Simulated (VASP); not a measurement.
MoS2:

```
Mo S
1.0
     3.29076    0.00000    0.00000
    -1.64538    2.84989    0.00000
     0.00000    0.00000    6.43628
Mo S
1 2
Direct
  0.00000 0.00000 0.50000
  0.66667 0.33333 0.74468
  0.33333 0.66667 0.25532
```

Base run:

| Item | Value |
| --- | --- |
| Program | VASP 6.6.1 |
| Functional | PBE |
| Potentials or basis | VASP PAW PBE potentials, release 64 (Mo_sv, S) |
| Cutoff | 520 eV |
| k mesh | 9 × 9 × 4 |
| Occupations | fermi-dirac, width 0.05 eV |
| Spin | no spin polarisation |

Its results: band gap on the k mesh zero (band 13 reaches 6.79 eV, above the bottom of band 14 at 5.77 eV); pressure -5.8 GPa; largest force 0.576 eV/Å.

**Question.** The run is repeated on the same cell with these changes: functional from PBE to RPBE. What comes out?

**Answer.** Band gap on the k mesh zero (band 13 reaches 6.89 eV, above the bottom of band 14 at 5.85 eV); pressure -3.6 GPa; largest force 0.510 eV/Å.

RPBE binds less tightly than PBE, so the same cell stands under more pressure.

Caveats: this functional lacks dispersion, which binds the layers, so the pressure and a relaxed spacing across them are unreliable; the PAW data sets were made with another functional, which shifts forces and pressure a little (some runs).
